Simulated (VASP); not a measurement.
# GaP (F-43m) in VASP: notebook, part 2 of 2

VASP 6.6.1. The steps go on from the part before.

### 3 Single point, r2SCAN

This run uses another cell than the first one, of 19.84 Å³/atom, 1.032 times its volume.

File POSCAR:

```
GaP
1.0
    0.0000000000      2.7069591804      2.7069591804
    2.7069591804      0.0000000000      2.7069591804
    2.7069591804      2.7069591804      0.0000000000
Ga P
1 1
Direct
    0.0000000000      0.0000000000      0.0000000000
    0.2500000000      0.2500000000      0.2500000000
```

File INCAR.step1:

```
SYSTEM = GaP
  ALGO = Normal
  EDIFF = 1E-4
  ENCUT = 520
  GGA = PE
  ISMEAR = 0
  LASPH = .TRUE.
  LCHARG = .FALSE.
  LREAL = .FALSE.
  LWAVE = .TRUE.
  NBANDS = 16
  NELM = 60
  PREC = Accurate
  SIGMA = 0.01
```

File INCAR.step2:

```
SYSTEM = GaP
  ALGO = Normal
  EDIFF = 1E-6
  ENCUT = 520
  ISIF = 2
  ISMEAR = 0
  ISTART = 1
  LASPH = .TRUE.
  LCHARG = .FALSE.
  LMIXTAU = .TRUE.
  LREAL = .FALSE.
  LWAVE = .FALSE.
  METAGGA = R2SCAN
  NBANDS = 16
  NELM = 60
  PREC = Accurate
  SIGMA = 0.01
```

File KPOINTS:

```
k-points
0
G
  6 6 6
  0 0 0
```

Potentials or basis: VASP PAW PBE potentials, release 64 (Ga_d, P).

Run with:

```sh
$ cat potpaw_PBE.64/Ga_d/POTCAR potpaw_PBE.64/P/POTCAR > POTCAR
$ cp INCAR.step1 INCAR
$ mpirun -np 1 vasp_std > vasp.out
$ cp INCAR.step2 INCAR
$ mpirun -np 1 vasp_std > vasp.out
```

OUTCAR:

```text
SYSTEM = GaP
   EDIFF = 1E-6
   ENCUT = 520
   ISIF = 2
   ISMEAR = 0
   ISTART = 1
   LASPH = .TRUE.
   LREAL = .FALSE.
   METAGGA = R2SCAN
   NELM = 60
   PREC = Accurate

 ion  position               nearest neighbor table
   1  0.000  0.000  0.000-   2 2.34   2 2.34   2 2.34   2 2.34
   2  0.250  0.250  0.250-   1 2.34   1 2.34   1 2.34   1 2.34

  LATTYP: Found a face centered cubic cell.
 ALAT       =     5.4139183608

  Lattice vectors:

 A1 = (   0.0000000000,   2.7069591804,   2.7069591804)
 A2 = (   2.7069591804,   0.0000000000,   2.7069591804)
 A3 = (   2.7069591804,   2.7069591804,   0.0000000000)

Analysis of symmetry for initial positions (statically):
=====================================================================
 Subroutine PRICEL returns:
 Original cell was already a primitive cell.

 Routine SETGRP: Setting up the symmetry group for a
 face centered cubic supercell.

 Subroutine GETGRP returns: Found 24 space group operations
 (whereof 24 operations were pure point group operations)
 out of a pool of 48 trial point group operations.

The static configuration has the point symmetry T_d .
[... 149 lines left out ...]

  energy without entropy =      -21.44604208  energy(sigma->0) =      -21.44604208

 E-fermi :   4.7737     XC(G=0): -10.6459

 val. band max:        4.6776057939   @ k =   0.0000   0.0000   0.0000
 cond. band min:       6.5445070204   @ k =   0.5000   0.5000   0.0000
 fundamental gap:      1.8669012265
 Fermi energy:         4.7736602270

 k-point     1 :       0.0000    0.0000    0.0000
  band No.  band energies     occupation
      1     -10.3529      2.00000
      2     -10.3529      2.00000
      3     -10.3529      2.00000
      4     -10.2322      2.00000
      5     -10.2322      2.00000
      6      -8.5035      2.00000
[... 281 lines left out ...]
      3     -10.2829      2.00000
      4     -10.2565      2.00000
      5     -10.2170      2.00000
      6      -5.2311      2.00000
[... 8 lines left out ...]
     15      17.3545      0.00000
     16      19.2041      0.00000

------------------------ aborting loop because EDIFF is reached ----------------------------------------

  FORCE on cell =-STRESS in cart. coord.  units (eV):
  Direction    XX          YY          ZZ          XY          YZ          ZX
  --------------------------------------------------------------------------------------
  -------------------------------------------------------------------------------------
  Total        0.4681372      0.4681372      0.4681372      0.0000000     -0.0000000      0.0000000
  in kB       18.9063916     18.9063916     18.9063916      0.0000000     -0.0000000      0.0000000
  external PRESSURE =      18.9063916 kB  Pullay stress =       0.0000000 kB

 VOLUME and BASIS-vectors are now :
 -----------------------------------------------------------------------------
  energy-cutoff  :      520.00
  volume of cell :       39.67
      direct lattice vectors                 reciprocal lattice vectors
     0.000000000  2.706959180  2.706959180    -0.184709102  0.184709102  0.184709102
     2.706959180  0.000000000  2.706959180     0.184709102 -0.184709102  0.184709102
     2.706959180  2.706959180  0.000000000     0.184709102  0.184709102 -0.184709102

 POSITION                                       TOTAL-FORCE (eV/Angst)
 -----------------------------------------------------------------------------------
      0.00000      0.00000      0.00000         0.000000      0.000000      0.000000
      1.35348      1.35348      1.35348        -0.000000     -0.000000     -0.000000
 -----------------------------------------------------------------------------------
    total drift:                               -0.000000     -0.000000     -0.000000

  FREE ENERGIE OF THE ION-ELECTRON SYSTEM (eV)
  ---------------------------------------------------
  free  energy   TOTEN  =       -21.4460420837 eV

  energy  without entropy=      -21.4460420837  energy(sigma->0) =      -21.44604208
```

OUTCAR.step1:

```text
SYSTEM = GaP
   EDIFF = 1E-4
   ENCUT = 520
   GGA = PE
   ISMEAR = 0
   LASPH = .TRUE.
   LREAL = .FALSE.
[... 513 lines left out ...]
      0.00000      0.00000      0.00000        -0.000000     -0.000000     -0.000000
      1.35348      1.35348      1.35348         0.000000      0.000000      0.000000
 -----------------------------------------------------------------------------------
    total drift:                                0.000002      0.000002      0.000002

  FREE ENERGIE OF THE ION-ELECTRON SYSTEM (eV)
  ---------------------------------------------------
  free  energy   TOTEN  =        -9.0850301092 eV

  energy  without entropy=       -9.0850301092  energy(sigma->0) =       -9.08503011
```

Run time: 27 s. Hardware: 1 thread of Intel Xeon Platinum 8488C (Sapphire Rapids), shared host; peak memory 0.16 GiB.

What came out:

| Item | Value |
| --- | --- |
| Free energy | -21.4460 eV |
| Pressure | 1.9 GPa |
| Band gap on the k mesh | 1.87 eV, indirect (least direct gap 2.52 eV) |

Caveat: the PAW data sets were made with another functional, which shifts forces and pressure a little.

### 4 Against experiment

Step 3. Against the measured gap of GaP, 2.34 eV (indirect; 10 K; quoted in “Stacking defects in GaP nanowires: Electronic structure and optical properties”, 2018, arxiv:1810.01194), the calculated 1.87 eV is off by -0.47 eV. Spin-orbit coupling on Ga is left out. The value is that of r2SCAN on a finite k mesh, which can miss the band edges, without temperature or zero-point motion.
